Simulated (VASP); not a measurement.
Here is a VASP 6.6.1 calculation.

Contents of INCAR:

```
SYSTEM = Ga8P8H
PREC = Accurate
ENCUT = 520
EDIFF = 1E-6
ISMEAR = 0
SIGMA = 0.02
LREAL = Auto
LASPH = .True.
NELM = 60
ALGO = Normal
ISIF = 2
LWAVE = .False.
LCHARG = .False.
GGA = PE
NBANDS = 86
```

The input KPOINTS:

```
Automatic mesh
0
Gamma
  2 2 2
  0 0 0
```

File POSCAR:

```
Ga8P8H
1.0
    0.0000000000      5.5051169748     -5.5051169748
    5.5051169748      5.5051169748      0.0000000000
    5.5051169748      0.0000000000     -5.5051169748
Ga P H
8 8 1
Direct
    0.5009757309      0.4986549809      0.0020775217
    0.4874018140      0.0045642990      0.0037706737
    1.0015441135      0.5128591296     -0.0062450081
    1.0034227293      0.0042459588      0.0058593669
    0.5015262187      0.4975255771      0.4990777694
    0.4981222039      0.0008177846      0.5003888224
    0.9976699905      0.4953611363      0.5037333471
    1.0053222348      0.0020772492      0.4843681819
    0.3726058882      0.3744309175      0.3766252397
    0.3758962815      0.8727224184      0.3751028379
    0.8742771538      0.3788667906      0.3697085837
    0.8735678137      0.8704438111      0.3769100656
    0.3777078688      0.3805632123      0.8712060111
    0.3743962225      0.8739118573      0.8759439667
    0.8736847050      0.3807745611      0.8774922535
    0.8611128559      0.9205212211      0.8581712290
    0.7740350513      0.1591516591      0.7790781776
```

Potentials or basis: VASP PAW PBE potentials, release 64 (Ga_d, P, H).

Command:

```sh
$ cat potpaw_PBE.64/Ga_d/POTCAR potpaw_PBE.64/P/POTCAR potpaw_PBE.64/H/POTCAR > POTCAR
$ mpirun -np 1 vasp_std > vasp.out
```

Question: What does it give for the pressure?

Answer: 1.6 GPa.

Question: What does it give for the largest force?

Answer: 0.100 eV/Å.

Question: What does it give for the band gap on the k mesh?

Answer: Zero (an odd number of electrons rules out a gap without spin polarisation).

Stress tensor (GPa, compression positive):
```
 1.64 -0.45 -0.25
-0.45  1.52 -0.42
-0.25 -0.42  1.62
```

Caveat: the k points lie up to 0.49 Å⁻¹ apart, too coarse for converged energies and pressures of a metal.
